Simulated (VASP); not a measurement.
The system is Zn.

```
Zn
1.0
     2.61873    0.00000    0.00000
    -1.30936    2.26788    0.00000
     0.00000    0.00000    4.83890
Zn
2
Direct
  0.33333 0.66667 0.25000
  0.66667 0.33333 0.75000
```

Base run:

- Program: VASP 6.6.1
- Functional: r2SCAN
- Potentials or basis: VASP PAW PBE potentials, release 64 (Zn)
- Cutoff: 520 eV
- k mesh: 8 × 8 × 4
- Occupations: fermi-dirac, width 0.1 eV
- Spin: no spin polarisation

Its results: band gap on the k mesh zero (band 12 reaches 4.80 eV, above the bottom of band 13 at 0.37 eV); pressure 0.8 GPa.

Task: The run is repeated on the same cell with these changes: k mesh from 8 × 8 × 4 to 5 × 5 × 3. What comes out?

Result: Band gap on the k mesh zero (band 12 reaches 3.37 eV, above the bottom of band 13 at 0.38 eV); pressure 1.3 GPa.

Caveats: some runs use coarse meshes; the PAW data sets were made with another functional, which shifts forces and pressure a little.
